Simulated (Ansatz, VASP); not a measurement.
Two plane-wave programs on GeS

```
Ge S
1.0
    10.48100    0.00000    0.00000
     0.00000    3.64600    0.00000
     0.00000    0.00000    4.29900
Ge S
4 4
Direct
  0.12210 0.25000 0.12770
  0.37790 0.75000 0.62770
  0.62210 0.25000 0.37230
  0.87790 0.75000 0.87230
  0.84950 0.25000 0.50230
  0.65050 0.75000 0.00230
  0.34950 0.25000 0.99770
  0.15050 0.75000 0.49770
```

Alike in both runs: task relaxation of cell and atoms; functional PBEsol; k mesh 4 × 8 × 6; occupations fermi-dirac, width 0.02 eV; no spin polarisation.

```csv
,VASP,Ansatz
version,VASP 6.6.1,Ansatz 0.2.0
potentials or method,"VASP PAW PBE potentials, release 64 (Ge_d, S), cutoff 500 eV",PAW plane waves
valence electrons in the cell,80,80
```

```csv
,VASP,Ansatz,Ansatz less VASP
"gap on the k mesh at the Fermi level, each at its own relaxed structure (eV)",0.87,0.83,-0.034
relaxed volume (Å³/atom),19.58,19.56,-0.017
relaxed length of the cell vector where the two differ most in proportion (Å),4.168,4.149,-0.0189
```

VASP's potentials were made for PBE, not for PBEsol, and Ansatz warns of the same on its side.
